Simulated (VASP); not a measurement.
Here is a VASP 6.6.1 calculation.

INCAR

```
SYSTEM = BN
ALGO = Normal
EDIFF = 1E-6
ENCUT = 600
GGA = PE
GGA_COMPAT = .FALSE.
ISIF = 2
ISMEAR = 0
LASPH = .TRUE.
LCHARG = .FALSE.
LREAL = .FALSE.
LWAVE = .FALSE.
NBANDS = 21
NELM = 120
PREC = Accurate
SIGMA = 0.1
```

KPOINTS

```
k-points
0
G
  10 10 10
  0 0 0
```

File POSCAR:

```
BN
1.0
   -1.2815328017      1.2815328017      5.4368108367
    1.2815328017     -1.2815328017      5.4368108367
    1.2815328017      1.2815328017     -5.4368108367
B N
3 3
Direct
    0.6666668197      0.6666668197      0.0000000000
    0.3333331803      0.3333331803      0.0000000000
    0.0000000000      0.0000000000      0.0000000000
    0.7500000000      0.2500000000      0.5000000000
    0.4166658094      0.9166658094      0.5000000000
    0.0833341906      0.5833341906      0.5000000000
```

Potentials or basis: VASP PAW PBE potentials, release 64 (B, N).

Launch:

```bash
$ cat potpaw_PBE.64/B/POTCAR potpaw_PBE.64/N/POTCAR > POTCAR
$ mpirun -np 1 vasp_std > vasp.out
```

(1) What does it give for the pressure?

(2) What does it give for the band gap on the k mesh?

Results:

(1) 0.0 GPa.

(2) 4.45 eV.
